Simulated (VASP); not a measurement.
# AlFe3 (Pm-3m) in VASP: further runs

The runs below take AlFe3 through single point, relaxation of cell and atoms, with LDA.

Program: VASP 6.6.1. These are calculated values, not measurements. Logs are shortened: lines on timing, memory, paths and dates and some standing lists are left out, and cuts for length are marked.

## Step 1: The cell of the first run

It takes space group Pm-3m (No. 221, cubic). The conventional cell has a = 3.545 Å, b = 3.545 Å, c = 3.545 Å, α = 90.00°, β = 90.00°, γ = 90.00°. Al (site symmetry m-3m) has 12 Fe at 2.51 Å within 3.3 Å. Fe (site symmetry 4/mmm) has 4 Al at 2.51 Å and 8 Fe at 2.51 Å within 3.3 Å.

## Step 2: Single point, LDA, collinear spin, ferromagnetic start

The input, INCAR:

```
SYSTEM = AlFe3
PREC = Accurate
ENCUT = 520
EDIFF = 1E-6
ISMEAR = -1
SIGMA = 0.05
LREAL = .False.
LASPH = .True.
NELM = 150
ALGO = Normal
ISIF = 2
LWAVE = .False.
LCHARG = .False.
ISPIN = 2
MAGMOM = 0 3.5 3.5 3.5
LORBIT = 11
LMAXMIX = 4
GGA = CA
NBANDS = 26
```

The input, KPOINTS:

```
regular mesh
0
Gamma
  6 6 6
  0 0 0
```

The input, POSCAR:

```
AlFe3
1.0
    3.5453378247      0.0000000000      0.0000000000
    0.0000000000      3.5453378247      0.0000000000
    0.0000000000      0.0000000000      3.5453378247
Al Fe
1 3
Direct
    0.0000000000      0.0000000000      0.0000000000
    0.0000000000      0.5000000000      0.5000000000
    0.5000000000      0.0000000000      0.5000000000
    0.5000000000      0.5000000000      0.0000000000
```

Potentials or basis: VASP PAW LDA potentials, release 64 (Al, Fe).

The run is started by

```bash
$ cat potpaw_LDA.64/Al/POTCAR potpaw_LDA.64/Fe/POTCAR > POTCAR
$ mpirun -np 1 vasp_std > vasp.out
```

OUTCAR:

```text
SYSTEM = AlFe3
   PREC = Accurate
   ENCUT = 520
   EDIFF = 1E-6
   ISMEAR = -1
   LREAL = .False.
   LASPH = .True.
   NELM = 150
   ISIF = 2
   ISPIN = 2
   LORBIT = 11
   GGA = CA

 ion  position               nearest neighbor table
   1  0.000  0.000  0.000-   2 2.51   3 2.51   4 2.51   2 2.51   3 2.51   2 2.51   4 2.51   2 2.51
                             3 2.51   4 2.51   3 2.51   4 2.51
   2  0.000  0.500  0.500-   1 2.51   3 2.51   4 2.51   1 2.51   4 2.51   1 2.51   3 2.51   1 2.51
                             3 2.51   4 2.51   4 2.51   3 2.51
   3  0.500  0.000  0.500-   1 2.51   2 2.51   4 2.51   1 2.51   4 2.51   2 2.51   4 2.51   4 2.51
                             1 2.51   2 2.51   1 2.51   2 2.51
   4  0.500  0.500  0.000-   1 2.51   2 2.51   3 2.51   2 2.51   3 2.51   1 2.51   3 2.51   3 2.51
                             1 2.51   2 2.51   2 2.51   1 2.51

  LATTYP: Found a simple cubic cell.
 ALAT       =     3.5453378247

  Lattice vectors:

 A1 = (   3.5453378247,   0.0000000000,   0.0000000000)
 A2 = (   0.0000000000,   3.5453378247,   0.0000000000)
 A3 = (   0.0000000000,   0.0000000000,   3.5453378247)

Analysis of symmetry for initial positions (statically):
=====================================================================
 Subroutine PRICEL returns:
 Original cell was already a primitive cell.

 Routine SETGRP: Setting up the symmetry group for a
 simple cubic supercell.

 Subroutine GETGRP returns: Found 48 space group operations
 (whereof 48 operations were pure point group operations)
 out of a pool of 48 trial point group operations.

The static configuration has the point symmetry O_h .

Analysis of symmetry for dynamics (positions and initial velocities):
=====================================================================
 Subroutine PRICEL returns:
 Original cell was already a primitive cell.

 Routine SETGRP: Setting up the symmetry group for a
 simple cubic supercell.

 Subroutine GETGRP returns: Found 48 space group operations
 (whereof 48 operations were pure point group operations)
 out of a pool of 48 trial point group operations.

The dynamic configuration has the point symmetry O_h .

Analysis of structural, dynamic, and magnetic symmetry:
=====================================================================
 Subroutine PRICEL returns:
 Original cell was already a primitive cell.

 Routine SETGRP: Setting up the symmetry group for a
 simple cubic supercell.

 Subroutine GETGRP returns: Found 48 space group operations
 (whereof 48 operations were pure point group operations)
 out of a pool of 48 trial point group operations.

The overall configuration has the point symmetry O_h .

 Subroutine INISYM returns: Found 48 space group operations
 (whereof 48 operations are pure point group operations),
 and found     1 'primitive' translations

----------------------------------------------------------------------------------------

                                     Primitive cell

  volume of cell :      44.5628

  direct lattice vectors                    reciprocal lattice vectors
     3.545337825  0.000000000  0.000000000     0.282060568  0.000000000  0.000000000
     0.000000000  3.545337825  0.000000000     0.000000000  0.282060568  0.000000000
     0.000000000  0.000000000  3.545337825     0.000000000  0.000000000  0.282060568

  length of vectors
     3.545337825  3.545337825  3.545337825     0.282060568  0.282060568  0.282060568

  position of ions in fractional coordinates (direct lattice)
     0.000000000  0.000000000  0.000000000
     0.000000000  0.500000000  0.500000000
     0.500000000  0.000000000  0.500000000
     0.500000000  0.500000000  0.000000000

  ion indices of the primitive-cell ions
   primitive index   ion index
                 1           1
                 2           2
                 3           3
                 4           4

----------------------------------------------------------------------------------------

 KPOINTS: regular mesh

Automatic generation of k-mesh.
 Grid dimensions read from file:
 generate k-points for:    6    6    6

 Generating k-lattice:

  Cartesian coordinates                     Fractional coordinates (reciprocal lattice)
     0.047010095  0.000000000  0.000000000     0.166666667  0.000000000  0.000000000
     0.000000000  0.047010095  0.000000000     0.000000000  0.166666667  0.000000000
     0.000000000  0.000000000  0.047010095     0.000000000  0.000000000  0.166666667

  Length of vectors
     0.047010095  0.047010095  0.047010095

  Shift w.r.t. Gamma in fractional coordinates (k-lattice)
     0.000000000  0.000000000  0.000000000

 Subroutine IBZKPT returns following result:
 ===========================================

 Found     20 irreducible k-points:

 Following reciprocal coordinates:
            Coordinates               Weight
  0.000000  0.000000  0.000000      1.000000
  0.166667  0.000000  0.000000      6.000000
  0.333333  0.000000  0.000000      6.000000
  0.500000  0.000000  0.000000      3.000000
  0.166667  0.166667  0.000000     12.000000
  0.333333  0.166667  0.000000     24.000000
[... 12 lines left out ...]
  0.500000  0.500000  0.333333      6.000000
  0.500000  0.500000  0.500000      1.000000
   k-points           NKPTS =     20   k-points in BZ     NKDIM =     20   number of bands    NBANDS=     26
   number of dos      NEDOS =    301   number of ions     NIONS =      4
   total plane-waves  NPLWV =  21952
   dimension x,y,z NGX =    28 NGY =   28 NGZ =   28
   dimension x,y,z NGXF=    56 NGYF=   56 NGZF=   56
   ions per type =               1   3
   NGX,Y,Z   is equivalent  to a cutoff of  13.13, 13.13, 13.13 a.u.
   NGXF,Y,Z  is equivalent  to a cutoff of  26.26, 26.26, 26.26 a.u.
 SYSTEM =  AlFe3
   PREC   = accura    normal or accurate (medium, high low for compatibility)
   ISTART =      0    job   : 0-new  1-cont  2-samecut
   ICHARG =      2    charge: 1-file 2-atom 10-const
   ISPIN  =      2    spin polarized calculation?
   LNONCOLLINEAR =      F non collinear calculations
   LSORBIT =      F    spin-orbit coupling
   LASPH  =      T    aspherical Exc in radial PAW
   ENCUT  =  520.0 eV  38.22 Ry    6.18 a.u.   6.59  6.59  6.59*2*pi/ulx,y,z
   NELM   =    150;   NELMIN=  2; NELMDL= -5     # of ELM steps
   EDIFF  = 0.1E-05   stopping-criterion for ELM
   LREAL  =      F    real-space projection
[... 7 lines left out ...]
   TEBEG  =    0.0;   TEEND  =   0.0 temperature during run
   PSTRESS=    0.0 pullay stress
   NELECT =      27.0000    total number of electrons
   NUPDOWN=      -1.0000    fix difference up-down
   EMIN   =  10.00;   EMAX   =-10.00  energy-range for DOS
   EFERMI =   0.00;   METHOD = LEGACY
   ISMEAR =    -1;   SIGMA  =   0.05  broadening in eV -4-tet -1-fermi 0-gaus
   EFERMI_NEDOS =   21; number of points for ismear=-14 and -15
   IALGO  =     38    algorithm
   IMIX   =      4    mixing-type and parameters
     AMIX     =   0.40;   BMIX     =  1.00
     AMIX_MAG =   1.60;   BMIX_MAG =  1.00
  volume/ion in A,a.u.               =      11.14        75.18
  Fermi-wavevector in a.u.,A,eV,Ry     =   1.385283  2.617805 26.109697  1.919009
  Thomas-Fermi vector in A             =   2.509708
   LORBIT       =     11    0 simple, 1 ext, 2 COOP (PROOUT), +10 PAW based schemes
   GGA     = CA    functional components
   LHFCALC =     F    Hartree Fock is set to
   AEXX    =    0.0000 exact exchange contribution
   IVDW    =     0    specifies the selected vdW correction
   LEPSILON=     F    determine dielectric tensor
   LRPA    =     F    only Hartree local field effects (RPA)
 spin polarized calculation
  energy-cutoff  :      520.00
  volume of cell :       44.56
 maximum number of plane-waves:      1222
 NGX is ok and might be reduce to    28
   NGX = 13   NGY = 13   NGZ = 13

 number of electron      27.0000000 magnetization      10.5000000

 number of electron      26.9999985 magnetization       5.8265403

 Free energy of the ion-electron system (eV)
  ---------------------------------------------------
  ext. energy  EPLUGINS =         0.00000000
  ---------------------------------------------------
  free energy    TOTEN  =       -32.58846288 eV

  energy without entropy =      -32.55099169  energy(sigma->0) =      -32.56972729

 E-fermi :   7.4408     XC(G=0): -13.1009

 val. band max:        7.4157822735   @ k =   0.5000   0.3333   0.3333
 cond. band min:       7.4459428977   @ k =   0.1667   0.0000   0.0000
 fundamental gap:      0.0301606242
 Fermi energy:         7.4408309003

 spin component 1

 k-point     1 :       0.0000    0.0000    0.0000
  band No.  band energies     occupation
      1      -2.6889      1.00000
      2       2.0357      1.00000
      3       3.1312      1.00000
      4       3.1312      1.00000
      5       3.5180      1.00000
      6       3.5180      1.00000
[... 17 lines left out ...]
     24      19.5580      0.00000
     25      19.5580      0.00000

 k-point     2 :       0.1667    0.0000    0.0000
  band No.  band energies     occupation
      1      -2.3421      1.00000
      2       2.1865      1.00000
      3       2.9581      1.00000
      4       3.3760      1.00000
      5       3.5916      1.00000
      6       3.5916      1.00000
[... 17 lines left out ...]
     24      18.3006      0.00000
     25      18.8703      0.00000

 k-point     3 :       0.3333    0.0000    0.0000
  band No.  band energies     occupation
      1      -1.3514      1.00000
      2       1.8375      1.00000
      3       2.8284      1.00000
      4       3.7637      1.00000
      5       3.7637      1.00000
      6       3.8558      1.00000
[... 440 lines left out ...]
 k-point    19 :       0.5000    0.5000    0.3333
  band No.  band energies     occupation
      1       1.0290      1.00000
      2       2.8529      1.00000
      3       2.8529      1.00000
      4       3.1428      1.00000
      5       4.6179      1.00000
      6       4.6179      1.00000
[... 17 lines left out ...]
     24      22.2731      0.00000
     25      24.7868      0.00000

 k-point    20 :       0.5000    0.5000    0.5000
  band No.  band energies     occupation
      1       0.9275      1.00000
      2       2.9960      1.00000
      3       2.9960      1.00000
      4       2.9960      1.00000
      5       5.0505      1.00000
      6       5.0505      1.00000
[... 17 lines left out ...]
     24      25.4685      0.00000
     25      25.4685      0.00000
 Fermi energy:         7.4408309003

 spin component 2

 k-point     1 :       0.0000    0.0000    0.0000
  band No.  band energies     occupation
      1      -2.4280      1.00000
      2       3.3167      1.00000
      3       4.2744      1.00000
      4       4.2745      1.00000
      5       4.8154      1.00000
      6       4.8154      1.00000
[... 17 lines left out ...]
     24      19.8241      0.00000
     25      19.8241      0.00000

 k-point     2 :       0.1667    0.0000    0.0000
  band No.  band energies     occupation
      1      -2.0814      1.00000
      2       3.3948      1.00000
      3       3.9985      1.00000
      4       4.5405      1.00000
      5       4.8710      1.00000
      6       4.8710      1.00000
[... 17 lines left out ...]
     24      18.7841      0.00000
     25      19.2899      0.00000

 k-point     3 :       0.3333    0.0000    0.0000
  band No.  band energies     occupation
      1      -1.0902      1.00000
      2       2.3903      1.00000
      3       4.1490      1.00000
      4       4.9883      1.00000
      5       4.9883      1.00000
      6       5.1777      1.00000
[... 440 lines left out ...]
 k-point    19 :       0.5000    0.5000    0.3333
  band No.  band energies     occupation
      1       1.6841      1.00000
      2       3.6097      1.00000
      3       3.6097      1.00000
      4       4.1056      1.00000
      5       5.3628      1.00000
      6       5.5522      1.00000
[... 17 lines left out ...]
     24      22.4848      0.00000
     25      24.9378      0.00000

 k-point    20 :       0.5000    0.5000    0.5000
  band No.  band energies     occupation
      1       1.6480      1.00000
      2       3.9787      1.00000
      3       3.9787      1.00000
      4       3.9787      1.00000
      5       5.5410      1.00000
      6       5.5410      1.00000
[... 17 lines left out ...]
     24      25.6169      0.00000
     25      25.6169      0.00000
 [bands above 25 left out]

------------------------ aborting loop because EDIFF is reached ----------------------------------------

  FORCE on cell =-STRESS in cart. coord.  units (eV):
  Direction    XX          YY          ZZ          XY          YZ          ZX
  --------------------------------------------------------------------------------------
  -------------------------------------------------------------------------------------
  Total       -0.4535733     -0.4535733     -0.4535733      0.0000000     -0.0000000      0.0000000
  in kB      -16.3074174    -16.3074174    -16.3074174      0.0000000     -0.0000000      0.0000000
  external PRESSURE =     -16.3074174 kB  Pullay stress =       0.0000000 kB

 VOLUME and BASIS-vectors are now :
 -----------------------------------------------------------------------------
  energy-cutoff  :      520.00
  volume of cell :       44.56
      direct lattice vectors                 reciprocal lattice vectors
     3.545337825  0.000000000  0.000000000     0.282060568  0.000000000  0.000000000
     0.000000000  3.545337825  0.000000000     0.000000000  0.282060568  0.000000000
     0.000000000  0.000000000  3.545337825     0.000000000  0.000000000  0.282060568

 POSITION                                       TOTAL-FORCE (eV/Angst)
 -----------------------------------------------------------------------------------
      0.00000      0.00000      0.00000         0.000000      0.000000      0.000000
      0.00000      1.77267      1.77267         0.000000      0.000000      0.000000
      1.77267      0.00000      1.77267         0.000000      0.000000      0.000000
      1.77267      1.77267      0.00000         0.000000      0.000000      0.000000
 -----------------------------------------------------------------------------------
    total drift:                                0.000000      0.000000      0.000000

  FREE ENERGIE OF THE ION-ELECTRON SYSTEM (eV)
  ---------------------------------------------------
  free  energy   TOTEN  =       -32.5884628821 eV

  energy  without entropy=      -32.5509916892  energy(sigma->0) =      -32.56972729

 total charge

# of ion       s       p       d       tot
------------------------------------------
    1        0.428   0.463   0.000   0.891
    2        0.500   0.579   6.340   7.419
    3        0.500   0.579   6.340   7.419
    4        0.500   0.579   6.340   7.419
--------------------------------------------------
tot          1.928   2.199  19.021  23.147

 magnetization (x)

# of ion       s       p       d       tot
------------------------------------------
    1       -0.006  -0.044   0.000  -0.051
    2        0.004   0.012   1.910   1.926
    3        0.004   0.012   1.910   1.926
    4        0.004   0.012   1.910   1.926
--------------------------------------------------
tot          0.005  -0.008   5.731   5.728
```

Wall time 32 s (1 thread of Intel Xeon Platinum 8488C (Sapphire Rapids), shared host); peak memory 0.16 GiB.

Results:

* Free energy: -32.5885 eV
* Pressure: -1.6 GPa
* Net moment: 5.83 μB per cell
* Site moments: Al -0.05; Fe +1.93 μB
* Valence electrons inside the program's atomic spheres: Al 0.89; Fe 7.42

Levels at points of the mesh, in eV from the Fermi level:
Spin up:
| k point | band 14 | band 15 | band 16 | band 17 | band 18 | band 19 |
| --- | --- | --- | --- | --- | --- | --- |
| (0.00, 0.00, 0.00) | 0.32 | 0.32 | 0.32 | 0.84 | 0.84 | 0.84 |
| (0.50, 0.00, 0.00) | -1.30 | -1.18 | -0.66 | 0.32 | 5.82 | 5.82 |
| (0.50, 0.50, 0.00) | -1.40 | -1.11 | -0.89 | -0.63 | 1.31 | 1.31 |
| (0.50, 0.50, 0.50) | -1.25 | -1.25 | -0.21 | 0.04 | 0.04 | 0.04 |
Spin down:
| k point | band 9 | band 10 | band 11 | band 12 | band 13 | band 14 |
| --- | --- | --- | --- | --- | --- | --- |
| (0.00, 0.00, 0.00) | 0.14 | 0.14 | 1.09 | 1.09 | 1.09 | 1.34 |
| (0.50, 0.00, 0.00) | -1.00 | -0.50 | -0.41 | 0.34 | 0.34 | 0.34 |
| (0.50, 0.50, 0.00) | -0.86 | -0.86 | 0.10 | 0.14 | 0.22 | 0.22 |
| (0.50, 0.50, 0.50) | -0.84 | -0.84 | 0.20 | 0.21 | 0.21 | 0.21 |

(Part 1 of 2 ends here.)
